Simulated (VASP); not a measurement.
## GaAs: single point with PBE

The system is GaAs, a slab with vacuum.

```
As Ga
1.0
     8.12520    0.00000    0.00000
    -4.06260    7.03663    0.00000
     0.00000    0.00000   20.14637
As Ga
8 8
Direct
  0.50000 0.00000 0.39709
  0.50000 0.50000 0.39709
  0.00000 0.00000 0.39709
  0.00000 0.50000 0.39709
  0.66667 0.83333 0.57497
  0.66667 0.33333 0.57497
  0.16667 0.83333 0.57497
  0.16667 0.33333 0.57497
  0.16667 0.83333 0.43826
  0.16667 0.33333 0.43826
  0.66667 0.83333 0.43826
  0.66667 0.33333 0.43826
  0.33333 0.66667 0.60011
  0.33333 0.16667 0.60011
  0.83333 0.66667 0.60011
  0.83333 0.16667 0.60011
```

* Program: VASP 6.6.1
* Task: single point
* Functional: PBE
* Potentials or basis: VASP PAW PBE potentials, release 64 (As, Ga_d)
* Cutoff: 520 eV
* k mesh: 2 × 2 × 1
* Occupations: gaussian, width 0.05 eV
* Spin: no spin polarisation

- Largest force: 0.164 eV/Å
- Band gap on the k mesh: zero (filled and empty bands touch)

Forces on the atoms (eV/Å):
```
As   0.000  0.000  0.162
As   0.000  0.000  0.162
As   0.000  0.000  0.162
As   0.000  0.000  0.162
As   0.000  0.000  0.009
As   0.000  0.000  0.009
As   0.000  0.000  0.009
As   0.000  0.000  0.009
Ga   0.000  0.000 -0.164
Ga   0.000  0.000 -0.164
Ga   0.000  0.000 -0.164
Ga   0.000  0.000 -0.164
Ga   0.000  0.000 -0.007
Ga   0.000  0.000 -0.007
Ga   0.000  0.000 -0.007
Ga   0.000  0.000 -0.007
```

Levels at points of the mesh, in eV from the Fermi level:
```tsv
k point	band 68	band 69	band 70	band 71	band 72	band 73	band 74	band 75	band 76	band 77
(0.00, 0.00, 0.00)	-1.01	-1.01	-1.01	-0.16	0.00	0.00	0.72	0.72	0.72	1.14
(0.50, 0.00, 0.00)	-1.00	-0.76	-0.76	-0.44	-0.44	0.68	0.68	1.03	1.03	1.63
```

It took 13 min on 1 thread of Intel(R) Xeon(R) Platinum 8259CL CPU @ 2.50GHz (Skylake/Cascade Lake), on a shared host, peak memory 0.98 GiB.

Caveat: the k points lie up to 0.45 Å⁻¹ apart.
